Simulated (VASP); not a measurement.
# WS2 (P6_3/mmc) in VASP: settings compared, part 2 of 2

VASP 6.6.1. The steps go on from the part before.

## 3. Single point, revPBE+D4, collinear spin

The input, INCAR:

```
SYSTEM = WS2
PREC = Accurate ; ENCUT = 500
EDIFF = 1E-6 ; ISMEAR = 0
SIGMA = 0.05 ; LREAL = .FALSE.
LASPH = .TRUE. ; NELM = 200
ALGO = Normal ; ISIF = 2
LWAVE = .FALSE. ; LCHARG = .FALSE.
ISPIN = 2 ; MAGMOM = 0.05 -0.05 0 0 0 0
LORBIT = 11 ; LMAXMIX = 4
GGA = RE ; IVDW = 13
NBANDS = 39 ; GGA_COMPAT = .FALSE.
```

The input, KPOINTS:

```
Automatic mesh
0
G
  8 8 2
  0 0 0
```

The input, POSCAR:

```
WS2
1.0
    3.1727711275      0.0000000001      0.0000000000
   -1.5863855638      2.7477003968      0.0000000000
    0.0000000000      0.0000000000     12.5570204092
W S
2 4
Direct
    0.3333333333      0.6666666667      0.2500000000
    0.6666666667      0.3333333333      0.7500000000
    0.3333333333      0.6666666667      0.6245310142
    0.6666666667      0.3333333333      0.1245313563
    0.3333333333      0.6666666667      0.8754689858
    0.6666666667      0.3333333333      0.3754686437
```

Potentials or basis: VASP PAW PBE potentials, release 64 (W_sv, S).

Command:

```bash
> cat potpaw_PBE.64/W_sv/POTCAR potpaw_PBE.64/S/POTCAR > POTCAR
> mpirun -np 1 vasp_std > vasp.out
```

OUTCAR:

```text
SYSTEM = WS2
   PREC = Accurate
   ENCUT = 500
   EDIFF = 1E-6
   ISMEAR = 0
   LREAL = .FALSE.
   LASPH = .TRUE.
   NELM = 200
   ISIF = 2
   ISPIN = 2
   LORBIT = 11
   GGA = RE
   IVDW = 13

 ion  position               nearest neighbor table
   1  0.333  0.667  0.250-   4 2.42   6 2.42   4 2.42   6 2.42   4 2.42   6 2.42
   2  0.667  0.333  0.750-   3 2.42   5 2.42   3 2.42   5 2.42   3 2.42   5 2.42
   3  0.333  0.667  0.625-   2 2.42   2 2.42   2 2.42
   4  0.667  0.333  0.125-   1 2.42   1 2.42   1 2.42
   5  0.333  0.667  0.875-   2 2.42   2 2.42   2 2.42
   6  0.667  0.333  0.375-   1 2.42   1 2.42   1 2.42

  LATTYP: Found a hexagonal cell.
 ALAT       =     3.1727711275
 C/A-ratio  =     3.9577454233

  Lattice vectors:

 A1 = (   3.1727711275,   0.0000000001,   0.0000000000)
 A2 = (  -1.5863855638,   2.7477003968,   0.0000000000)
 A3 = (   0.0000000000,   0.0000000000,  12.5570204092)

Analysis of symmetry for initial positions (statically):
=====================================================================
 Subroutine PRICEL returns:
 Original cell was already a primitive cell.

 Routine SETGRP: Setting up the symmetry group for a
 hexagonal supercell.

 Subroutine GETGRP returns: Found 24 space group operations
 (whereof 12 operations were pure point group operations)
 out of a pool of 24 trial point group operations.

The static configuration has the point symmetry D_3d.
 The point group associated with its full space group is D_6h.

Analysis of symmetry for dynamics (positions and initial velocities):
=====================================================================
 Subroutine PRICEL returns:
 Original cell was already a primitive cell.

 Routine SETGRP: Setting up the symmetry group for a
 hexagonal supercell.

 Subroutine GETGRP returns: Found 24 space group operations
 (whereof 12 operations were pure point group operations)
 out of a pool of 24 trial point group operations.

The dynamic configuration has the point symmetry D_3d.
[... 178 lines left out ...]
      1     -67.4677      1.00000
      2     -67.4672      1.00000
      3     -31.7021      1.00000
      4     -31.7016      1.00000
      5     -31.5454      1.00000
      6     -31.5454      1.00000
[... 809 lines left out ...]
     37      14.3395      0.00000
     38      14.3398      0.00000
 Fermi energy:         7.4304228624

 spin component 2

 k-point     1 :       0.0000    0.0000    0.0000
  band No.  band energies     occupation
      1     -67.4677      1.00000
      2     -67.4672      1.00000
      3     -31.7021      1.00000
      4     -31.7016      1.00000
      5     -31.5454      1.00000
      6     -31.5454      1.00000
[... 809 lines left out ...]
     37      14.3395      0.00000
     38      14.3398      0.00000
 [bands above 38 left out]

------------------------ aborting loop because EDIFF is reached ----------------------------------------

  DFT-D4 for vdW energy calculation

  Edisp (eV):   -4.56462

  FORCE on cell =-STRESS in cart. coord.  units (eV):
  Direction    XX          YY          ZZ          XY          YZ          ZX
  --------------------------------------------------------------------------------------
  -------------------------------------------------------------------------------------
  Total      -2.36384    -2.36384    -2.39955    -0.00000     0.00000     0.00000
  in kB     -34.59662   -34.59662   -35.11929    -0.00000     0.00000     0.00000
  external pressure =      -34.77 kB  Pullay stress =        0.00 kB

 VOLUME and BASIS-vectors are now :
 -----------------------------------------------------------------------------
  energy-cutoff  :      500.00
  volume of cell :      109.47
      direct lattice vectors                 reciprocal lattice vectors
     3.172771127  0.000000000  0.000000000     0.315181890  0.181970349  0.000000000
    -1.586385564  2.747700397  0.000000000    -0.000000000  0.363940698  0.000000000
     0.000000000  0.000000000 12.557020409     0.000000000  0.000000000  0.079636727

 POSITION                                       TOTAL-FORCE (eV/Angst)
 -----------------------------------------------------------------------------------
     -0.00000      1.83180      3.13926        -0.000000      0.000000      0.000000
      1.58639      0.91590      9.41777         0.000000     -0.000000      0.000000
     -0.00000      1.83180      7.84225        -0.000000      0.000000      0.017609
      1.58639      0.91590      1.56374         0.000000      0.000000      0.017609
     -0.00000      1.83180     10.99328        -0.000000      0.000000     -0.017609
      1.58639      0.91590      4.71477         0.000000     -0.000000     -0.017609
 -----------------------------------------------------------------------------------
    total drift:                                0.000000     -0.000000      0.000000

  FREE ENERGIE OF THE ION-ELECTRON SYSTEM (eV)
  ---------------------------------------------------
  free  energy   TOTEN  =       -49.6731446359 eV

  energy  without entropy=      -49.6731446359  energy(sigma->0) =      -49.67314464

 total charge

# of ion       s       p       d       tot
------------------------------------------
    1        2.317   6.324   3.360  12.002
    2        2.317   6.324   3.360  12.002
    3        1.362   2.369   0.000   3.731
    4        1.362   2.369   0.000   3.731
    5        1.362   2.369   0.000   3.731
    6        1.362   2.369   0.000   3.731
--------------------------------------------------
tot         10.083  22.126   6.720  38.929

 magnetization (x)

# of ion       s       p       d       tot
------------------------------------------
    1       -0.000  -0.000  -0.000  -0.000
    2        0.000   0.000   0.000   0.000
    3        0.000  -0.000   0.000  -0.000
    4       -0.000   0.000   0.000   0.000
    5        0.000  -0.000   0.000  -0.000
    6       -0.000   0.000   0.000   0.000
--------------------------------------------------
tot          0.000   0.000   0.000   0.000
```

OSZICAR:

```text
N       E                     dE             d eps       ncg     rms          rms(c)
DAV:   1     0.503152219727E+03    0.50315E+03   -0.27270E+04  3384   0.129E+03
DAV:   2    -0.161310860849E+02   -0.51928E+03   -0.49603E+03  3560   0.371E+02
DAV:   3    -0.471344509278E+02   -0.31003E+02   -0.30439E+02  3915   0.895E+01
DAV:   4    -0.477799243929E+02   -0.64547E+00   -0.64434E+00  3703   0.138E+01
DAV:   5    -0.477927855077E+02   -0.12861E-01   -0.12860E-01  3876   0.205E+00    0.375E+01
DAV:   6    -0.454601826221E+02    0.23326E+01   -0.70363E+00  3553   0.175E+01    0.162E+01
DAV:   7    -0.452477432380E+02    0.21244E+00   -0.20153E+00  3262   0.769E+00    0.698E+00
DAV:   8    -0.451063648595E+02    0.14138E+00   -0.37224E-01  3536   0.415E+00    0.209E+00
DAV:   9    -0.451108282133E+02   -0.44634E-02   -0.48301E-02  3764   0.103E+00    0.124E+00
DAV:  10    -0.451086647469E+02    0.21635E-02   -0.19031E-02  3576   0.811E-01    0.230E-01
DAV:  11    -0.451084741840E+02    0.19056E-03   -0.17847E-03  3561   0.205E-01    0.101E-01
DAV:  12    -0.451084288650E+02    0.45319E-04   -0.44572E-04  3686   0.927E-02    0.749E-02
DAV:  13    -0.451084952839E+02   -0.66419E-04   -0.92488E-05  3456   0.497E-02    0.224E-02
DAV:  14    -0.451085232328E+02   -0.27949E-04   -0.36135E-05  3624   0.277E-02    0.109E-02
DAV:  15    -0.451085256353E+02   -0.24024E-05   -0.33948E-06  3529   0.792E-03    0.338E-03
DAV:  16    -0.451085270110E+02   -0.13757E-05   -0.21954E-06  3167   0.595E-03    0.375E-03
DAV:  17    -0.451085272356E+02   -0.22457E-06   -0.26858E-07  2627   0.237E-03
   1 F= -.49673145E+02 E0= -.49673145E+02  d E =-.562056E-20  mag=    -0.0000
```

stdout:

```text
POSCAR found type information on POSCAR W S
 POSCAR found :  2 types and       6 ions
 scaLAPACK will be used
 -----------------------------------------------------------------------------
|                                                                             |
|                                                                             |
|     You enforced a specific xc type in the INCAR file but a different       |
|     I HOPE YOU KNOW WHAT YOU ARE DOING!                                     |
|                                                                             |
 -----------------------------------------------------------------------------

 LDA part: xc-table for (Slater+PW92), standard interpolation
 POSCAR, INCAR and KPOINTS ok, starting setup
 FFT: planning ... GRIDC
 FFT: planning ... GRID_SOFT
 FFT: planning ... GRID
 WAVECAR not read
 entering main loop
```

It took 5.3 min on 1 thread of Oxide Virtual Turin-like, shared host; peak memory 0.29 GiB.

Results:

```
Free energy                                           : -49.6731 eV
Pressure                                              : -3.5 GPa
Largest force                                         : 0.018 eV/Å
Band gap on the k mesh                                : 1.26 eV (least direct gap 2.23 eV)
Net moment                                            : 0.00 μB per cell
Valence electrons inside the program's atomic spheres : W 12.00; S 3.73
Dispersion energy per atom                            : -0.761 eV
```

Forces in eV/Å, atoms in the order of the input:
```
W    0.000  0.000  0.000
W    0.000  0.000  0.000
S    0.000  0.000  0.018
S    0.000  0.000  0.018
S    0.000  0.000 -0.018
S    0.000  0.000 -0.018
```

Levels at points of the mesh, in eV from the valence-band top:
Spin up:
```tsv
k point	band 23	band 24	band 25	band 26	band 27	band 28	band 29	band 30
(0.00, 0.00, 0.00)	-2.12	-1.58	-1.06	0.00	2.34	2.34	2.35	2.35
(0.50, 0.00, 0.00)	-1.89	-1.73	-1.60	-1.45	2.34	2.38	2.67	2.90
(0.00, 0.00, 0.50)	-2.14	-2.14	-0.30	-0.30	2.34	2.34	2.34	2.34
(0.50, 0.00, 0.50)	-1.81	-1.81	-1.51	-1.51	2.36	2.36	2.80	2.80
```
Spin down:
```
           k point  band 23  band 24  band 25  band 26  band 27  band 28  band 29  band 30
(0.00, 0.00, 0.00)    -2.12    -1.58    -1.06     0.00     2.34     2.34     2.35     2.35
(0.50, 0.00, 0.00)    -1.89    -1.73    -1.60    -1.45     2.34     2.38     2.67     2.90
(0.00, 0.00, 0.50)    -2.14    -2.14    -0.30    -0.30     2.34     2.34     2.34     2.34
(0.50, 0.00, 0.50)    -1.81    -1.81    -1.51    -1.51     2.36     2.36     2.80     2.80
```

Caveat: the cell stands under tension; the PAW data sets were made with another functional, which shifts forces and pressure a little; spin-orbit coupling is left out, which moves the levels of the heavy elements. A hybrid or GW would open this gap; revPBE tends to underestimate it.

## 4. Single point, revPBE, collinear spin

The input, INCAR:

```
SYSTEM = WS2
ALGO = Normal
EDIFF = 1E-6
ENCUT = 500
GGA = RE
GGA_COMPAT = .False.
ISIF = 2
ISMEAR = 0
ISPIN = 2
LASPH = .True.
LCHARG = .True.
LELF = .True.
LMAXMIX = 4
LORBIT = 11
LREAL = .False.
LVHAR = .True.
LWAVE = .False.
MAGMOM = 0.05 -0.05 0 0 0 0
NBANDS = 39
NELM = 200
PREC = Accurate
SIGMA = 0.05
```

The input, KPOINTS:

```
k-points
0
Gamma
  8 8 2
  0 0 0
```

The input, POSCAR:

```
WS2
1.0
    3.1712775568      0.0000000001      0.0000000000
   -1.5856387785      2.7464069266      0.0000000000
    0.0000000000      0.0000000000     12.5688511078
W S
2 4
Direct
    0.3333333333      0.6666666667      0.2500000000
    0.6666666667      0.3333333333      0.7500000000
    0.3333333333      0.6666666667      0.6246831370
    0.6666666667      0.3333333333      0.1246833784
    0.3333333333      0.6666666667      0.8753168630
    0.6666666667      0.3333333333      0.3753166216
```

Command:

```bash
> cat potpaw_PBE.64/W_sv/POTCAR potpaw_PBE.64/S/POTCAR > POTCAR
> mpirun -np 1 vasp_std > vasp.out
```

Run time: 5.2 min. Hardware: 1 thread of Oxide Virtual Turin-like, shared host; peak memory 0.29 GiB.

The run converged. Its results:

| Item | Value |
| --- | --- |
| Free energy | -45.1087 eV |
| Pressure | 3.6 GPa |
| Largest force | 0.004 eV/Å |
| Band gap on the k mesh | 1.27 eV (least direct gap 2.24 eV) |
| Net moment | 0.00 μB per cell |
| Valence electrons inside the program's atomic spheres | W 12.01; S 3.73 |

Forces in eV/Å, atoms in the order of the input:
```
W    0.000  0.000  0.000
W    0.000  0.000  0.000
S    0.000  0.000  0.004
S    0.000  0.000  0.004
S    0.000  0.000 -0.004
S    0.000  0.000 -0.004
```

Levels at points of the mesh, in eV from the valence-band top:
Spin up:
| k point | band 23 | band 24 | band 25 | band 26 | band 27 | band 28 | band 29 | band 30 |
| --- | --- | --- | --- | --- | --- | --- | --- | --- |
| (0.00, 0.00, 0.00) | -2.11 | -1.59 | -1.06 | 0.00 | 2.35 | 2.35 | 2.36 | 2.36 |
| (0.50, 0.00, 0.00) | -1.89 | -1.73 | -1.59 | -1.44 | 2.35 | 2.39 | 2.68 | 2.91 |
| (0.00, 0.00, 0.50) | -2.13 | -2.13 | -0.30 | -0.30 | 2.34 | 2.34 | 2.34 | 2.34 |
| (0.50, 0.00, 0.50) | -1.81 | -1.81 | -1.51 | -1.51 | 2.37 | 2.37 | 2.81 | 2.81 |
Spin down:
| k point | band 22 | band 23 | band 24 | band 25 | band 26 | band 27 | band 28 | band 29 | band 30 | band 31 |
| --- | --- | --- | --- | --- | --- | --- | --- | --- | --- | --- |
| (0.00, 0.00, 0.00) | -2.11 | -2.11 | -1.59 | -1.06 | 0.00 | 2.35 | 2.35 | 2.36 | 2.36 | 2.41 |
| (0.50, 0.00, 0.00) | -2.69 | -1.89 | -1.73 | -1.59 | -1.44 | 2.35 | 2.39 | 2.68 | 2.91 | 3.23 |
| (0.00, 0.00, 0.50) | -2.13 | -2.13 | -2.13 | -0.30 | -0.30 | 2.34 | 2.34 | 2.34 | 2.34 | 2.49 |
| (0.50, 0.00, 0.50) | -2.79 | -1.81 | -1.81 | -1.51 | -1.51 | 2.37 | 2.37 | 2.81 | 2.81 | 3.51 |

Caveat: the cell stands under pressure; the PAW data sets were made with another functional, which shifts forces and pressure a little; spin-orbit coupling is left out, which moves the levels of the heavy elements; this functional lacks dispersion, which binds layers or chains, so the pressure and a relaxed spacing across them are unreliable. As with any semilocal functional, this revPBE gap is likely too small.

## 5. Summary

| level | cell | gap on the mesh (eV) | pressure (GPa) | moment (μB) |
| --- | --- | --- | --- | --- |
| PBE | a = 3.169, b = 3.169, c = 12.584 Å, angles 90.0, 90.0, 120.0°, 6 atoms, atomic positions A | 1.24 | 2.1 | 0.00 |
| revPBE+D4 | a = 3.173, b = 3.173, c = 12.557 Å, angles 90.0, 90.0, 120.0°, 6 atoms, atomic positions B | 1.26 | -3.5 | 0.00 |
| revPBE | a = 3.171, b = 3.171, c = 12.569 Å, angles 90.0, 90.0, 120.0°, 6 atoms, atomic positions C | 1.27 | 3.6 | 0.00 |

Alike in all rows: task single point; potentials or basis VASP PAW PBE potentials, release 64 (W_sv, S); spin collinear; k mesh 8 × 8 × 2; cutoff (eV) 500; smearing gaussian 0.05 eV.

Caveats: spin-orbit coupling is left out, which moves the levels of the heavy elements; this functional lacks dispersion, which binds layers or chains, so the pressure and a relaxed spacing across them are unreliable (at least some runs); the PAW data sets were made with another functional, which shifts forces and pressure a little (at least some runs); the cell stands under tension (at least some runs); the cell stands under pressure (at least some runs).

Total energies depend on the potentials used, so only differences within one code and one set of settings carry meaning.
